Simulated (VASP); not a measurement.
## BN (zincblende type): single point with LDA

BN (zincblende type):

```
B N
1.0
     0.00000    1.54284    1.54284
     1.54284    0.00000    1.54284
     1.54284    1.54284    0.00000
B N
1 1
Direct
  0.00000 0.00000 0.00000
  0.25000 0.25000 0.25000
```

This cell differs from its parent crystal: volume scaled by 0.64.

| Property | Result |
| --- | --- |
| Program | VASP 6.6.1 |
| Task | single point |
| Functional | LDA |
| Potentials or basis | VASP PAW LDA potentials, release 64 (B, N) |
| Cutoff | 600 eV |
| k mesh | 15 × 15 × 15 |
| Occupations | fermi-dirac, width 0.1 eV |
| Spin | no spin polarisation |

```
Pressure               : 399.0 GPa
Band gap on the k mesh : 4.89 eV, indirect (least direct gap 10.93 eV)
```

Levels at points of the mesh, in eV from the valence-band top:
```tsv
k point	band 2	band 3	band 4	band 5	band 6	band 7
(0.00, 0.00, 0.00)	0.00	0.00	0.00	10.93	10.93	10.93
```

Wall time 16 s on 1 thread of AMD EPYC 9R45, with other jobs on the host, peak memory 0.09 GiB.

 A k mesh can miss the band edges.
